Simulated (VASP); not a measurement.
# KCl in VASP: notebook

The runs below take KCl through electric field gradients, with PBEsol.

Program: VASP 6.6.1. These are calculated values, not measurements. Logs are shortened: lines on timing, memory, paths and dates and some standing lists are left out, and cuts for length are marked.

### 1 The cell of the first run

It takes space group R-3m (No. 166, trigonal). The conventional cell has a = 5.088 Å, b = 5.088 Å, c = 6.420 Å, α = 90.00°, β = 90.00°, γ = 120.00°. K (site symmetry -3m) has 8 Cl at 3.13 to 3.21 Å and 6 K at 3.63 Å within 4.1 Å. Within 4.1 Å of Cl (site symmetry -3m) lie 8 K at 3.13 to 3.21 Å and 6 Cl at 3.63 Å.

### 2 Electric field gradients, PBEsol (equal xy, yz and zx shear strains of +2 %)

File INCAR:

```
SYSTEM = KCl
PREC = Accurate
ENCUT = 520
EDIFF = 1E-8
ISMEAR = -1
SIGMA = 0.02
LREAL = .FALSE.
LASPH = .TRUE.
NELM = 100
ALGO = Normal
ISIF = 2
LWAVE = .FALSE.
LCHARG = .FALSE.
GGA = PS
LEFG = .TRUE.
NBANDS = 15
```

File KPOINTS:

```
Automatic mesh
0
G
  7 7 7
  0 0 0
```

File POSCAR:

```
KCl
1.0
    3.6340000000      0.0363400000      0.0363400000
    0.0363400000      3.6340000000      0.0363400000
    0.0363400000      0.0363400000      3.6340000000
K Cl
1 1
Direct
    0.0000000000      0.0000000000      0.0000000000
    0.5000000000      0.5000000000      0.5000000000
```

Potentials or basis: VASP PAW PBE potentials, release 64 (K_sv, Cl).

The run is started by

```bash
$ cat potpaw_PBE.64/K_sv/POTCAR potpaw_PBE.64/Cl/POTCAR > POTCAR
$ mpirun -np 1 vasp_std > vasp.out
```

OUTCAR:

```text
SYSTEM = KCl
   PREC = Accurate
   ENCUT = 520
   EDIFF = 1E-8
   ISMEAR = -1
   LREAL = .FALSE.
   LASPH = .TRUE.
   NELM = 100
   ISIF = 2
   GGA = PS

 ion  position               nearest neighbor table
   1  0.000  0.000  0.000-   2 3.13   2 3.13   2 3.13   2 3.13   2 3.13   2 3.13   2 3.21   2 3.21

   2  0.500  0.500  0.500-   1 3.13   1 3.13   1 3.13   1 3.13   1 3.13   1 3.13   1 3.21   1 3.21

  LATTYP: Found a trigonal (rhomboedric) cell.
 ALAT       =     3.6343633818
 COS(alpha) =     0.0200959808

  Lattice vectors:

 A1 = (   3.6340000000,   0.0363400000,   0.0363400000)
 A2 = (   0.0363400000,   3.6340000000,   0.0363400000)
 A3 = (   0.0363400000,   0.0363400000,   3.6340000000)

Analysis of symmetry for initial positions (statically):
=====================================================================
 Subroutine PRICEL returns:
 Original cell was already a primitive cell.

 Routine SETGRP: Setting up the symmetry group for a
 trigonal (rhombohedral) supercell.

 Subroutine GETGRP returns: Found 12 space group operations
 (whereof 12 operations were pure point group operations)
 out of a pool of 12 trial point group operations.

The static configuration has the point symmetry D_3d.

Analysis of symmetry for dynamics (positions and initial velocities):
=====================================================================
 Subroutine PRICEL returns:
 Original cell was already a primitive cell.

 Routine SETGRP: Setting up the symmetry group for a
 trigonal (rhombohedral) supercell.

 Subroutine GETGRP returns: Found 12 space group operations
 (whereof 12 operations were pure point group operations)
 out of a pool of 12 trial point group operations.

The dynamic configuration has the point symmetry D_3d.

 Subroutine INISYM returns: Found 12 space group operations
 (whereof 12 operations are pure point group operations),
 and found     1 'primitive' translations

----------------------------------------------------------------------------------------

                                     Primitive cell

  volume of cell :      47.9761
[... 135 lines left out ...]

 E-fermi :   0.5161     XC(G=0):  -9.0306

 val. band max:       -0.0377125625   @ k =   0.4286   0.4286   0.0000
 cond. band min:       5.3586714859   @ k =   0.0000   0.0000   0.0000
 fundamental gap:      5.3963840484
 Fermi energy:         0.5161468705

 k-point     1 :       0.0000    0.0000    0.0000
  band No.  band energies     occupation
      1     -27.6542      2.00000
      2     -12.9102      2.00000
      3     -11.0694      2.00000
      4     -11.0694      2.00000
      5     -11.0580      2.00000
      6      -0.2521      2.00000
      7      -0.2521      2.00000
      8      -0.2250      2.00000
      9       5.3587      0.00000
     10       6.2144      0.00000
     11       6.2144      0.00000
     12      10.9433      0.00000
     13      10.9433      0.00000
     14      11.1779      0.00000
[... 401 lines left out ...]
      2     -12.7653      2.00000
      3     -11.2892      2.00000
      4     -11.1469      2.00000
      5     -11.0576      2.00000
      6      -1.7390      2.00000
      7      -1.1410      2.00000
      8      -0.4724      2.00000
      9       7.2581      0.00000
     10       8.2080      0.00000
     11       8.9012      0.00000
     12       9.5918      0.00000
     13      10.5198      0.00000
     14      10.9033      0.00000
     15      13.0533      0.00000

 [... further k-points ...]

------------------------ aborting loop because EDIFF is reached ----------------------------------------

  FORCE on cell =-STRESS in cart. coord.  units (eV):
  Direction    XX          YY          ZZ          XY          YZ          ZX
  --------------------------------------------------------------------------------------
  -------------------------------------------------------------------------------------
  Total        0.7271822      0.7271822      0.7271822     -0.0712507     -0.0712507     -0.0712507
  in kB       24.2844618     24.2844618     24.2844618     -2.3794382     -2.3794382     -2.3794382
  external PRESSURE =      24.2844618 kB  Pullay stress =       0.0000000 kB

 VOLUME and BASIS-vectors are now :
 -----------------------------------------------------------------------------
  energy-cutoff  :      520.00
  volume of cell :       47.98
      direct lattice vectors                 reciprocal lattice vectors
     3.634000000  0.036340000  0.036340000     0.275233368 -0.002725083 -0.002725083
     0.036340000  3.634000000  0.036340000    -0.002725083  0.275233368 -0.002725083
     0.036340000  0.036340000  3.634000000    -0.002725083 -0.002725083  0.275233368

 POSITION                                       TOTAL-FORCE (eV/Angst)
 -----------------------------------------------------------------------------------
      0.00000      0.00000      0.00000        -0.000000      0.000000     -0.000000
      1.85334      1.85334      1.85334         0.000000     -0.000000      0.000000
 -----------------------------------------------------------------------------------
    total drift:                                0.000000      0.000000      0.000000

  FREE ENERGIE OF THE ION-ELECTRON SYSTEM (eV)
  ---------------------------------------------------
  free  energy   TOTEN  =        -6.8819860140 eV

  energy  without entropy=       -6.8819860140  energy(sigma->0) =       -6.88198601

 Electric field gradients (V/A^2)
---------------------------------------------------------------------
 ion       V_xx      V_yy      V_zz      V_xy      V_xz      V_yz
---------------------------------------------------------------------
   1       0.000     0.000    -0.000     2.197     2.197     2.197
   2      -0.000    -0.000    -0.000     0.611     0.611     0.611
---------------------------------------------------------------------

 Electric field gradients after diagonalization (V/A^2)
 (convention: |V_zz| > |V_xx| > |V_yy|)
----------------------------------------------------------------------
 ion       V_xx      V_yy      V_zz     asymmetry (V_yy - V_xx)/ V_zz
----------------------------------------------------------------------
   1      -2.197    -2.197     4.393       0.000
   2      -0.611    -0.611     1.221       0.000
----------------------------------------------------------------------

           NMR quadrupolar parameters

 Cq : quadrupolar parameter    Cq=e*Q*V_zz/h
 eta: asymmetry parameters     (V_yy - V_xx)/ V_zz
 Q  : nuclear electric quadrupole moment in mb (millibarn)
----------------------------------------------------------------------
 ion       Cq(MHz)       eta       Q (mb)
----------------------------------------------------------------------
   1       0.011       0.000       1.000
   2       0.003       0.000       1.000
----------------------------------------------------------------------
```

OSZICAR:

```text
N       E                     dE             d eps       ncg     rms          rms(c)
DAV:   1     0.103324767875E+03    0.10332E+03   -0.74982E+03  1328   0.996E+02
DAV:   2    -0.168683830983E+01   -0.10501E+03   -0.97064E+02  1701   0.248E+02
DAV:   3    -0.695269998575E+01   -0.52659E+01   -0.52415E+01  1845   0.496E+01
DAV:   4    -0.712671992022E+01   -0.17402E+00   -0.17398E+00  1890   0.854E+00
DAV:   5    -0.712802492053E+01   -0.13050E-02   -0.13050E-02  1888   0.828E-01    0.365E+00
DAV:   6    -0.690977662357E+01    0.21825E+00   -0.21478E-01  1586   0.331E+00    0.307E+00
DAV:   7    -0.688117520746E+01    0.28601E-01   -0.71355E-02  1768   0.198E+00    0.175E+00
DAV:   8    -0.688190638251E+01   -0.73118E-03   -0.15451E-02  1840   0.973E-01    0.231E-01
DAV:   9    -0.688184657962E+01    0.59803E-04   -0.50737E-04  1726   0.154E-01    0.929E-02
DAV:  10    -0.688198844514E+01   -0.14187E-03   -0.19753E-04  1545   0.112E-01    0.298E-02
DAV:  11    -0.688198511745E+01    0.33277E-05   -0.14109E-05  1852   0.288E-02    0.109E-02
DAV:  12    -0.688198616972E+01   -0.10523E-05   -0.75746E-07  1427   0.680E-03    0.230E-03
DAV:  13    -0.688198605255E+01    0.11717E-06   -0.61752E-08  1768   0.203E-03    0.382E-04
DAV:  14    -0.688198599617E+01    0.56379E-07   -0.47673E-09  1355   0.635E-04    0.756E-05
DAV:  15    -0.688198600912E+01   -0.12948E-07   -0.90537E-10  1108   0.221E-04    0.736E-05
DAV:  16    -0.688198601399E+01   -0.48788E-08   -0.29392E-10   954   0.114E-04
   1 F= -.68819860E+01 E0= -.68819860E+01  d E =-.354680E-13
```

Wall time 20 s (1 thread of Intel Xeon 6975P-C, shared host); peak memory 0.17 GiB.

Results:

| Item | Value |
| --- | --- |
| Free energy | -6.8820 eV |
| Pressure | 2.4 GPa |
| Band gap on the k mesh | 5.40 eV, indirect (least direct gap 5.58 eV) |

Stress tensor (GPa, compression positive):
```
 2.43 -0.24 -0.24
-0.24  2.43 -0.24
-0.24 -0.24  2.43
```

Electric field gradients, principal values (V/Å²):
| atom | least | middle | greatest (by size) |
| --- | --- | --- | --- |
| 1 K | -2.197 | -2.197 | 4.393 |
| 2 Cl | -0.611 | -0.611 | 1.221 |

Caveat: the cell differs from its parent crystal (equal xy, yz and zx shear strains of +2 %); without QUAD_EFG the Cq values of the log hold for a quadrupole moment of 1 mb, not for the nuclei; the PAW data sets were made with another functional, which shifts forces and pressure a little.

### 3 Electric field gradients, PBEsol (volume scaled by 0.99)

File INCAR:

```
PREC = Accurate ; ENCUT = 400
EDIFF = 1E-8 ; ISMEAR = -1
SIGMA = 0.02 ; LREAL = False
LASPH = True ; NELM = 120
ALGO = Normal ; ISIF = 2
LWAVE = False ; LCHARG = False
GGA = PS ; LEFG = True
NBANDS = 15 ; GGA_COMPAT = False
```

File KPOINTS:

```
Automatic mesh
0
Gamma
  7 7 7
```

File POSCAR:

```
KCl
1.0
    3.6218460631      0.0000000000      0.0000000000
    0.0000000000      3.6218460631      0.0000000000
    0.0000000000      0.0000000000      3.6218460631
K Cl
1 1
Direct
    0.0000000000      0.0000000000      0.0000000000
    0.5000000000      0.5000000000      0.5000000000
```

Potentials or basis: VASP PAW PBE potentials, release 64 (K_sv, Cl).

The run is started by

```bash
$ cat potpaw_PBE.64/K_sv/POTCAR potpaw_PBE.64/Cl/POTCAR > POTCAR
$ mpirun -np 1 vasp_std > vasp.out
```

OUTCAR:

```text
PREC = Accurate
   ENCUT = 400
   EDIFF = 1E-8
   ISMEAR = -1
   LREAL = False
   LASPH = True
   NELM = 120
   ISIF = 2
   GGA = PS

 ion  position               nearest neighbor table
   1  0.000  0.000  0.000-   2 3.14   2 3.14   2 3.14   2 3.14   2 3.14   2 3.14   2 3.14   2 3.14

   2  0.500  0.500  0.500-   1 3.14   1 3.14   1 3.14   1 3.14   1 3.14   1 3.14   1 3.14   1 3.14

  LATTYP: Found a simple cubic cell.
 ALAT       =     3.6218460631

  Lattice vectors:

 A1 = (   3.6218460631,   0.0000000000,   0.0000000000)
 A2 = (   0.0000000000,   3.6218460631,   0.0000000000)
 A3 = (   0.0000000000,   0.0000000000,   3.6218460631)

Analysis of symmetry for initial positions (statically):
=====================================================================
 Subroutine PRICEL returns:
 Original cell was already a primitive cell.

 Routine SETGRP: Setting up the symmetry group for a
 simple cubic supercell.

 Subroutine GETGRP returns: Found 48 space group operations
 (whereof 48 operations were pure point group operations)
 out of a pool of 48 trial point group operations.

The static configuration has the point symmetry O_h .

Analysis of symmetry for dynamics (positions and initial velocities):
=====================================================================
 Subroutine PRICEL returns:
 Original cell was already a primitive cell.

 Routine SETGRP: Setting up the symmetry group for a
 simple cubic supercell.

 Subroutine GETGRP returns: Found 48 space group operations
 (whereof 48 operations were pure point group operations)
[... 498 lines left out ...]
      3     -11.2683      2.00000
      4     -11.2664      2.00000
      5     -11.2664      2.00000
      6      -1.6882      2.00000
      7      -1.6882      2.00000
      8      -1.6160      2.00000
      9       8.7523      0.00000
     10       9.1128      0.00000
     11       9.1128      0.00000
     12      10.6620      0.00000
     13      10.7108      0.00000
     14      10.7108      0.00000
     15      13.3237      0.00000

------------------------ aborting loop because EDIFF is reached ----------------------------------------

  FORCE on cell =-STRESS in cart. coord.  units (eV):
  Direction    XX          YY          ZZ          XY          YZ          ZX
  --------------------------------------------------------------------------------------
  -------------------------------------------------------------------------------------
  Total        0.8113505      0.8113505      0.8113505     -0.0000000      0.0000000      0.0000000
  in kB       27.3608204     27.3608204     27.3608204     -0.0000000      0.0000000      0.0000000
  external PRESSURE =      27.3608204 kB  Pullay stress =       0.0000000 kB

 VOLUME and BASIS-vectors are now :
 -----------------------------------------------------------------------------
  energy-cutoff  :      400.00
  volume of cell :       47.51
      direct lattice vectors                 reciprocal lattice vectors
     3.621846063  0.000000000  0.000000000     0.276102292  0.000000000  0.000000000
     0.000000000  3.621846063  0.000000000     0.000000000  0.276102292  0.000000000
     0.000000000  0.000000000  3.621846063     0.000000000  0.000000000  0.276102292

 POSITION                                       TOTAL-FORCE (eV/Angst)
 -----------------------------------------------------------------------------------
      0.00000      0.00000      0.00000         0.000000      0.000000      0.000000
      1.81092      1.81092      1.81092         0.000000      0.000000      0.000000
 -----------------------------------------------------------------------------------
    total drift:                                0.000000      0.000000     -0.000000

  FREE ENERGIE OF THE ION-ELECTRON SYSTEM (eV)
  ---------------------------------------------------
  free  energy   TOTEN  =        -6.8776685790 eV

  energy  without entropy=       -6.8776685790  energy(sigma->0) =       -6.87766858

 Electric field gradients (V/A^2)
---------------------------------------------------------------------
 ion       V_xx      V_yy      V_zz      V_xy      V_xz      V_yz
---------------------------------------------------------------------
   1       0.000     0.000     0.000     0.000     0.000     0.000
   2      -0.000    -0.000     0.000    -0.000     0.000     0.000
---------------------------------------------------------------------

 Electric field gradients after diagonalization (V/A^2)
 (convention: |V_zz| > |V_xx| > |V_yy|)
----------------------------------------------------------------------
 ion       V_xx      V_yy      V_zz     asymmetry (V_yy - V_xx)/ V_zz
----------------------------------------------------------------------
   1       0.000     0.000     0.000      -0.070
   2      -0.000    -0.000     0.000       0.381
----------------------------------------------------------------------

           NMR quadrupolar parameters

 Cq : quadrupolar parameter    Cq=e*Q*V_zz/h
 eta: asymmetry parameters     (V_yy - V_xx)/ V_zz
 Q  : nuclear electric quadrupole moment in mb (millibarn)
----------------------------------------------------------------------
 ion       Cq(MHz)       eta       Q (mb)
----------------------------------------------------------------------
   1       0.000      -0.070       1.000
   2       0.000       0.381       1.000
----------------------------------------------------------------------
```

OSZICAR:

```text
N       E                     dE             d eps       ncg     rms          rms(c)
DAV:   1     0.849495421112E+02    0.84950E+02   -0.62861E+03   608   0.803E+02
DAV:   2    -0.313099489936E+01   -0.88081E+02   -0.82727E+02   813   0.226E+02
DAV:   3    -0.701032628822E+01   -0.38793E+01   -0.38665E+01   832   0.416E+01
DAV:   4    -0.712174609712E+01   -0.11142E+00   -0.11140E+00   871   0.692E+00
DAV:   5    -0.712254707742E+01   -0.80098E-03   -0.80098E-03   839   0.653E-01    0.371E+00
DAV:   6    -0.690506012694E+01    0.21749E+00   -0.21335E-01   712   0.332E+00    0.312E+00
DAV:   7    -0.687684132647E+01    0.28219E-01   -0.70683E-02   789   0.197E+00    0.178E+00
DAV:   8    -0.687760441011E+01   -0.76308E-03   -0.15213E-02   819   0.959E-01    0.246E-01
DAV:   9    -0.687753223759E+01    0.72173E-04   -0.51065E-04   775   0.153E-01    0.913E-02
DAV:  10    -0.687767097510E+01   -0.13874E-03   -0.18617E-04   678   0.109E-01    0.304E-02
DAV:  11    -0.687766774218E+01    0.32329E-05   -0.12036E-05   831   0.268E-02    0.100E-02
DAV:  12    -0.687766871253E+01   -0.97035E-06   -0.71452E-07   635   0.661E-03    0.219E-03
DAV:  13    -0.687766862138E+01    0.91150E-07   -0.52710E-08   810   0.180E-03    0.414E-04
DAV:  14    -0.687766856373E+01    0.57650E-07   -0.39087E-09   559   0.547E-04    0.763E-05
DAV:  15    -0.687766857600E+01   -0.12275E-07   -0.10144E-09   433   0.212E-04    0.990E-05
DAV:  16    -0.687766857904E+01   -0.30316E-08   -0.33769E-10   377   0.116E-04
   1 F= -.68776686E+01 E0= -.68776686E+01  d E =-.259169E-10
```

stdout:

```text
POSCAR found type information on POSCAR K Cl
 POSCAR found :  2 types and       2 ions
 scaLAPACK will be used
 -----------------------------------------------------------------------------
|                                                                             |
|                                                                             |
|     You enforced a specific xc type in the INCAR file but a different       |
|     I HOPE YOU KNOW WHAT YOU ARE DOING!                                     |
|                                                                             |
 -----------------------------------------------------------------------------

 LDA part: xc-table for (Slater+PW92), standard interpolation
 POSCAR, INCAR and KPOINTS ok, starting setup
 FFT: planning ... GRIDC
 FFT: planning ... GRID_SOFT
 FFT: planning ... GRID
 WAVECAR not read
 entering main loop
ion   1

ion   2
```

It took 9.4 s on 1 thread of Intel Xeon Platinum 8259CL at 2.50GHz (Skylake/Cascade Lake), shared host; peak memory 0.13 GiB.

Results:

```
Free energy            : -6.8777 eV
Pressure               : 2.7 GPa
Band gap on the k mesh : 5.45 eV, indirect (least direct gap 5.65 eV)
```

Levels at points of the mesh, in eV from the valence-band top:
```csv
k point,band 4,band 5,band 6,band 7,band 8,band 9,band 10,band 11,band 12,band 13
"(0.00, 0.00, 0.00)",-11.02,-11.02,-0.21,-0.21,-0.21,5.45,6.23,6.23,11.09,11.09
```

Caveat: without QUAD_EFG the Cq values of the log hold for a quadrupole moment of 1 mb, not for the nuclei; the PAW data sets were made with another functional, which shifts forces and pressure a little.

(Part 1 of 2 ends here.)
